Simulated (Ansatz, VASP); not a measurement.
Pt3PbC: VASP beside Ansatz

```
CELL_PARAMETERS angstrom
4.28928 0.00000 0.00000
0.00000 4.28928 0.00000
0.00000 0.00000 4.28928
ATOMIC_POSITIONS crystal
Pb 0.00000 0.00000 0.00000
Pt 0.50000 0.00000 0.50000
Pt 0.50000 0.50000 0.00000
Pt 0.00000 0.50000 0.50000
C 0.50000 0.50000 0.50000
```

Alike in both runs: task single point; functional PBE; k mesh 6 × 6 × 6; occupations fermi-dirac, width 0.05 eV; no spin polarisation.

|  | VASP | Ansatz |
| --- | --- | --- |
| version | VASP 6.6.1 | Ansatz 0.2.0 |
| potentials or method | VASP PAW PBE potentials, release 64 (Pb_d, Pt, C) | Ansatz PAW |
| plane-wave cutoff (eV) | 520 | 420 |
| valence electrons in the cell | 48 | 72 |

|  | VASP | Ansatz | Ansatz less VASP |
| --- | --- | --- | --- |
| gap on the k mesh at the Fermi level (eV) | none | none | - |
| pressure (GPa) | 6.6 | 6.7 | +0.09 |

A gap of «none» marks a metal or a gap that the smearing closes. VASP's potentials hold 48 valence electrons a cell and Ansatz's 72, so a difference there can come from the potentials and not from the codes.

Neither program's run includes spin-orbit coupling.
